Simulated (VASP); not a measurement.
CuF, 4 atoms in the cell. Symmetry: P6_3mc, No. 186, hexagonal system. Conventional cell: a = 2.790 Å, b = 2.790 Å, c = 6.721 Å, α = 90.00°, β = 90.00°, γ = 120.00°. Within 2.5 Å of Cu (site symmetry 3m) lie 4 F at 1.90 to 2.17 Å. Within 2.5 Å of F (site symmetry 3m) lie 4 Cu at 1.90 to 2.17 Å. 

| Property | Result |
| --- | --- |
| Program | VASP 6.6.1 |
| Task | single point |
| Functional | PBE |
| Potentials or basis | VASP PAW PBE potentials, release 64 (Cu, F) |
| Cutoff | 520 eV |
| k mesh | 9 × 9 × 4 |
| Occupations | fermi-dirac, width 0.02 eV |
| Spin | no spin polarisation |
| Dipole correction | no |
| Further INCAR settings | ALGO = Normal; EDIFF = 1e-06; NBANDS = 26 |

Potentials or basis: VASP PAW PBE potentials, release 64 (Cu, F).

The run is started by

```console
$ cat potpaw_PBE.64/Cu/POTCAR potpaw_PBE.64/F/POTCAR > POTCAR
$ mpirun -np 1 vasp_std > vasp.out
```

Hardware: 1 thread of Intel Xeon 8259CL (shared host).

Q: How long does it take, and how much memory?

A: Run time: 38 s on 1 thread of Intel Xeon 8259CL (shared host), peak memory 0.19 GiB. Counts: scf iterations 13, k points 36.
